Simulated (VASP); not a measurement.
Crystal: InP.

```xyz
4
Lattice="3.2322 0.0000 0.0000 0.0000 5.4199 0.0000 0.0000 0.0000 5.6042" Properties=species:S:1:pos:R:3 pbc="T T T"
In    0.8080    2.7099    1.4807
In    2.4241    2.7099    4.1235
P     2.4241    0.0000    4.8598
P     0.8080    0.0000    0.7444
```

```yaml
Program: VASP 6.6.1
Task: relaxation of cell and atoms
Functional: PBE
Potentials_or_basis: VASP PAW PBE potentials, release 64 (In_d, P)
Cutoff: 600 eV
k_mesh: 14 × 8 × 8
Occupations: gaussian, width 0.1 eV
Spin: no spin polarisation
```

At the start: pressure 0.1 GPa; volume 24.54 Å³/atom.

**Question.** Where does the relaxation end?

**Answer.** Over 13 steps the energy falls by 2.5 meV/atom and the volume is 24.42 Å³/atom (-0.5 %); space group Pmma (No. 51, to 0.1 Å) before and after.

Step by step:
| step | energy change (eV) | largest force (eV/Å) | pressure (GPa) | volume (Å³) |
| --- | --- | --- | --- | --- |
| 1 | 0.0000 | 0.1047 | 0.08 | 98.17 |
| 2 | -0.0027 | 0.1126 | 0.13 | 98.34 |
| 3 | -0.0030 | 0.1603 | 0.16 | 98.41 |
| 4 | -0.0049 | 0.1091 | -0.04 | 98.70 |
| 5 | -0.0063 | 0.0463 | -0.53 | 99.42 |
| 6 | -0.0064 | 0.0593 | -0.41 | 99.24 |
| 7 | -0.0082 | 0.0237 | -0.26 | 98.80 |
| 8 | -0.0090 | 0.0393 | -0.05 | 98.26 |
| 9 | -0.0094 | 0.0296 | -0.05 | 98.10 |
| 10 | -0.0098 | 0.0332 | -0.05 | 97.81 |
| 11 | -0.0100 | 0.0287 | 0.07 | 97.58 |
| 12 | -0.0100 | 0.0176 | 0.05 | 97.62 |
| 13 | -0.0100 | 0.0047 | 0.00 | 97.67 |

Final structure:
```xyz
4
Lattice="3.2372 0.0000 0.0000 0.0000 5.5094 0.0000 0.0000 0.0000 5.4762" Properties=species:S:1:pos:R:3 pbc="T T T"
In    0.8093    2.7547    1.4098
In    2.4279    2.7547    4.0664
P     2.4279    5.5094    4.7355
P     0.8093    5.5094    0.7407
```
